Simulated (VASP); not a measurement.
A run of VASP 6.6.1 is set up as follows.

File INCAR:

```
SYSTEM = SiB6
ALGO = Normal
EDIFF = 1E-6
EDIFFG = -0.08
ENCUT = 600
GGA = PE
IBRION = 2
ISIF = 3
ISMEAR = 0
LASPH = .True.
LCHARG = .False.
LREAL = .False.
LWAVE = .False.
NELM = 80
NSW = 36
PREC = Accurate
SIGMA = 0.2
```

The input KPOINTS:

```
k-points
0
Gamma
  4 4 4
  0 0 0
```

File POSCAR:

```
SiB6
1.0
    4.1223067900      0.0000000000      0.0000000000
    0.0000000000      4.1223067900      0.0000000000
    0.0000000000      0.0000000000      4.1223067900
Si B
1 6
Direct
    0.0000000000      0.0000000000      0.0000000000
    0.8448259000      0.5000000000      0.5000000000
    0.1551741000      0.5000000000      0.5000000000
    0.5000000000      0.8448259000      0.5000000000
    0.5000000000      0.1551741000      0.5000000000
    0.5000000000      0.5000000000      0.8448259000
    0.5000000000      0.5000000000      0.1551741000
```

Potentials or basis: VASP PAW PBE potentials, release 64 (Si, B).

Launch:

```bash
$ cat potpaw_PBE.64/Si/POTCAR potpaw_PBE.64/B/POTCAR > POTCAR
$ mpirun -np 1 vasp_std > vasp.out
```

Q: Predict the band gap on the k mesh.

A: 0.08 eV, indirect (least direct gap 0.69 eV).

Q: What does it give for the space group after relaxing (to 0.05 Å)?

A: Pm-3m (No. 221).

The path:
| step | energy change (eV) | largest force (eV/Å) | pressure (GPa) | volume (Å³) |
| --- | --- | --- | --- | --- |
| 1 | 0.0000 | 19.2698 | 26.89 | 70.05 |
| 2 | 378.0595 | 404.4964 | 771.33 | 88.50 |
| 3 | -7.5182 | 5.3223 | 1.47 | 70.89 |
| 4 | -7.8931 | 4.1497 | -0.66 | 71.11 |
| 5 | -8.5617 | 1.4384 | -3.09 | 71.87 |
| 6 | 26.8856 | 43.6099 | 138.36 | 79.89 |
| 7 | -8.6488 | 0.3069 | -2.74 | 72.12 |
| 8 | -8.6534 | 0.1344 | -2.79 | 72.07 |
| 9 | -8.6552 | 0.0332 | -2.82 | 72.02 |
| 10 | -8.6546 | 0.1641 | -2.83 | 71.98 |
| 11 | -8.6667 | 0.0790 | 0.65 | 70.36 |

Caveat: the relaxation stopped at a loose force limit of 0.08 eV/Å, so its end isn't a converged minimum. A k mesh can miss the band edges.
